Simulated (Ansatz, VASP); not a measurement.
**Zn in VASP and in Ansatz**

File INCAR:

```
SYSTEM = Zn
PREC     = Accurate       ! precision mode
ENCUT    = 520            ! plane-wave cutoff, eV
EDIFF    = 1E-6           ! SCF threshold, eV
ISMEAR   = -1             ! smearing method
SIGMA    = 0.1            ! smearing width, eV
LREAL    = .False.        ! projectors in reciprocal space
LASPH    = .True.         ! aspherical terms in the spheres
NELM     = 80             ! most SCF steps
ALGO     = Normal         ! electronic algorithm
ISIF     = 2              ! what is computed and relaxed
LWAVE    = .False.        ! write WAVECAR
LCHARG   = .False.        ! write CHGCAR
GGA      = RP             ! functional
NBANDS   = 32             ! bands
```

File KPOINTS:

```
Automatic mesh
0
Gamma
  15 15 4
  0 0 0
```

The input POSCAR:

```
Zn
1.0
    2.6603300861      0.0000000000      0.0000000000
   -1.3301650430      2.3039134371      0.0000000000
    0.0000000000      0.0000000000      9.9687640656
Zn
4
Direct
    1.0000000000      0.0000000000      1.0000000000
    1.0000000000      1.0000000000      0.5000000000
    0.3333333333      0.6666666667      0.2500000000
    0.6666666667      0.3333333333      0.7500000000
```

Input for Ansatz:

```yaml
crystal:
  lattice:
    - [2.6603300861, 0.0, 0.0]
    - [-1.330165043, 2.3039134371, 0.0]
    - [0.0, 0.0, 9.9687640656]
  atoms:
    - { symbol: Zn, position: [1.0, 0.0, 1.0] }
    - { symbol: Zn, position: [1.0, 1.0, 0.5] }
    - { symbol: Zn, position: [0.3333333333, 0.6666666667, 0.25] }
    - { symbol: Zn, position: [0.6666666667, 0.3333333333, 0.75] }
hamiltonian:
  xc: rpbe
  pseudopotentials:
    kind: paw
    azcp:
      Zn: "pseudopotentials/Zn.paw.azcp"
basis:
  ecutwfc: 420
  fft_grid_basis: typed
kpoints:
  mp_grid: { grid: [15, 15, 4], shift: [0, 0, 0] }
magnetization:
  spin_polarized: false
scf:
  occupations: { method: fermi_dirac, width: 0.1 }
  lower_state_search: "off"
output:
  stress: true
```

Alike in both runs: task single point; functional RPBE; k mesh 15 × 15 × 4; occupations fermi-dirac, width 0.1 eV; no spin polarisation.

|  | VASP | Ansatz |
| --- | --- | --- |
| version | VASP 6.6.1 | Ansatz 0.2.0 |
| potentials or method | VASP PAW PBE potentials, release 64 (Zn), cutoff 520 eV | plane waves (420 eV) with PAW, scalar-relativistic |
| valence electrons in the cell | 48 | 48 |

```tsv
	VASP	Ansatz	Ansatz less VASP
pressure (GPa)	3.2	2.9	-0.35
traceless stress, the component that is largest in VASP (GPa)	0.92	1.10	+0.178
```

VASP's potentials were made for PBE, not for RPBE. The functional is the same, so the differences come from potentials, cutoffs and numerics.
